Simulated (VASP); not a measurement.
Here is a VASP 6.6.1 calculation.

INCAR

```
  ALGO = Normal
  EDIFF = 1E-6
  ENCUT = 520
  GGA = PS
  ISIF = 2
  ISMEAR = -1
  LASPH = True
  LCHARG = True
  LELF = True
  LREAL = False
  LVHAR = True
  LWAVE = False
  NBANDS = 22
  NELM = 100
  PREC = Accurate
  SIGMA = 0.15
```

KPOINTS

```
k-points
0
Gamma
  12 12 7
```

Contents of POSCAR:

```
Rh
1.0
    2.7669180686      0.0000000000      0.0000000000
   -1.3834590343      2.3962233060      0.0000000000
    0.0000000000      0.0000000000      4.4867662882
Rh
2
Direct
    0.6666666667      0.3333333333      0.7500000000
    0.3333333333      0.6666666667      0.2500000000
```

Potentials or basis: VASP PAW PBE potentials, release 64 (Rh_pv).

Run with:

```sh
$ cat potpaw_PBE.64/Rh_pv/POTCAR > POTCAR
$ mpirun -np 1 vasp_std > vasp.out
```

(1) What does it give for the pressure?

(2) What does it give for the band gap on the k mesh?

Answers

(1) -20.4 GPa.

(2) zero (band 15 reaches 11.00 eV, above the bottom of band 16 at 8.87 eV).

Caveat: the PAW data sets were made with another functional, which shifts forces and pressure a little.
